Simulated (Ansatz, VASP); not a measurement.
## Two plane-wave programs on RbCl

```
CELL_PARAMETERS angstrom
0.00000 3.34913 3.34913
3.34913 0.00000 3.34913
3.34913 3.34913 0.00000
ATOMIC_POSITIONS crystal
Rb 0.00000 0.00000 0.00000
Cl 0.50000 0.50000 0.50000
```

Alike in both runs: task single point; functional PBE; k mesh 6 × 6 × 6; occupations gaussian, width 0.02 eV; no spin polarisation.

|  | VASP | Ansatz |
| --- | --- | --- |
| version | VASP 6.6.1 | Ansatz 0.2.0 |
| potentials or method | VASP PAW PBE potentials, release 64 (Rb_sv, Cl), cutoff 500 eV | scalar-relativistic, plane waves, PAW |
| valence electrons in the cell | 16 | 16 |

VASP gave:

```
gap on the k mesh at the Fermi level (eV) : 4.83
least direct gap on the mesh (eV)         : 4.83
```

Question: What did Ansatz give for the same quantities?

Answer: gap on the k mesh at the Fermi level (eV): 4.84; least direct gap on the mesh (eV): 4.84.

With one functional, cell and mesh, what is left measures potentials, basis and numerics.
